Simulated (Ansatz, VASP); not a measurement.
# One calculation of In2O, two programs

```
CELL_PARAMETERS angstrom
0.00000 4.14213 4.14213
4.14213 0.00000 4.14213
4.14213 4.14213 0.00000
ATOMIC_POSITIONS crystal
In 0.62500 0.62500 0.62500
In 0.12500 0.62500 0.62500
In 0.62500 0.62500 0.12500
In 0.62500 0.12500 0.62500
O 0.00000 0.00000 0.00000
O 0.25000 0.25000 0.25000
```

Change from the starting cell: species swapped into the MgCu2 type (Fd-3m, No. 227).

Alike in both runs: functional PBE; k mesh 4 × 4 × 4; occupations gaussian, width 0.1 eV; no spin polarisation.

Ansatz relaxed the structure, and its values are those at the end. VASP's run is a single point on that final structure, the one shown.

```csv
,VASP,Ansatz
version,VASP 6.6.1,Ansatz 0.2.0
potentials or method,"VASP PAW PBE potentials, release 64 (In_d, O), cutoff 600 eV","scalar-relativistic, plane waves, PAW"
valence electrons in the cell,64,64
```

|  | VASP | Ansatz | Ansatz less VASP |
| --- | --- | --- | --- |
| gap on the k mesh at the Fermi level (eV) | none | none | - |
| pressure (GPa) | 0.1 | 0.1 | +0.07 |

A gap of «none» marks a metal or a gap that the smearing closes.
